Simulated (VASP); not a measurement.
Here is a VASP 6.6.1 calculation.

Contents of INCAR:

```
SYSTEM = Mg
PREC = Accurate ; ENCUT = 520
EDIFF = 1E-6 ; ISMEAR = -1
SIGMA = 0.1 ; LREAL = .FALSE.
LASPH = .TRUE. ; NELM = 80
ALGO = Normal ; ISIF = 2
LWAVE = .FALSE. ; LCHARG = .TRUE.
GGA = PE ; LELF = .TRUE.
LVHAR = .TRUE. ; NBANDS = 12
```

KPOINTS

```
Automatic mesh
0
G
  11 11 3
  0 0 0
```

POSCAR

```
Mg
1.0
    3.1968208798      0.0000000000      0.0000000000
   -1.5984104399      2.7685280933      0.0000000000
    0.0000000000      0.0000000000     10.3982063196
Mg
4
Direct
    0.0000000000      0.0000000000      1.0000000000
    1.0000000000      0.0000000000      0.5000000000
    0.3333333333      0.6666666667      0.2500000000
    0.6666666667      0.3333333333      0.7500000000
```

Potentials or basis: VASP PAW PBE potentials, release 64 (Mg).

Launch:

```console
$ cat potpaw_PBE.64/Mg/POTCAR > POTCAR
$ mpirun -np 1 vasp_std > vasp.out
```

What does it give for the pressure?

-0.1 GPa.

Estimate the band gap on the k mesh.

zero (bands 4 and 5 overlap by 2.18 eV).
